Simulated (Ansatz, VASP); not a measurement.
**Al2Pt: VASP beside Ansatz**

```xyz
3
Lattice="0.0000 2.9425 2.9425 2.9425 0.0000 2.9425 2.9425 2.9425 0.0000" Properties=species:S:1:pos:R:3 pbc="T T T"
Al    1.4712    1.4712    1.4712
Al    4.4137    4.4137    4.4137
Pt    0.0000    0.0000    0.0000
```

Alike in both runs: functional PBE; dispersion D3(BJ); k mesh 12 × 12 × 12; occupations gaussian, width 0.1 eV; no spin polarisation.

Ansatz relaxed the structure, and its values are those at the end. VASP's run is a single point on that final structure, the one shown.

|  | VASP | Ansatz |
| --- | --- | --- |
| version | VASP 6.6.1 | Ansatz 0.2.0 |
| potentials or method | VASP PAW PBE potentials, release 64 (Al, Pt), cutoff 500 eV | scalar-relativistic, plane waves, PAW |
| valence electrons in the cell | 16 | 24 |

Ansatz gave:

* gap on the k mesh at the Fermi level (eV): none
* pressure (GPa): 0.0

**Question.** Estimate VASP's values.

**Answer.** gap on the k mesh at the Fermi level (eV): none; pressure (GPa): -0.2.

A gap of «none» marks a metal or a gap that the smearing closes. VASP's potentials hold 16 valence electrons a cell and Ansatz's 24, so a difference there can come from the potentials and not from the codes.

Neither program's run includes spin-orbit coupling.
